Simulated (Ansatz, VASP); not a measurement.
# Ge in VASP and in Ansatz

```
CELL_PARAMETERS angstrom
0.00000 2.85111 4.93669
2.61207 0.00000 4.93669
2.61207 2.85111 0.00000
ATOMIC_POSITIONS crystal
Ge 0.77632 0.77632 0.22368
Ge 0.22368 0.22368 0.77632
Ge 0.27274 0.72726 0.27274
Ge 0.72726 0.27274 0.72726
```

Alike in both runs: functional PBEsol; k mesh 12 × 12 × 12; occupations gaussian, width 0.1 eV; no spin polarisation.

Ansatz relaxed the structure, and its values are those at the end. VASP's run is a single point on that final structure, the one shown.

```csv
,VASP,Ansatz
version,VASP 6.6.1,Ansatz 0.2.0
potentials or method,"VASP PAW PBE potentials, release 64 (Ge_d), cutoff 520 eV","scalar-relativistic, plane waves, PAW"
valence electrons in the cell,56,56
```

```csv
,VASP,Ansatz,Ansatz less VASP
gap on the k mesh at the Fermi level (eV),none,none,-
pressure (GPa),-0.2,0.0,+0.21
```

VASP's potentials were made for PBE, not for PBEsol. A gap of «none» marks a metal or a gap that the smearing closes.
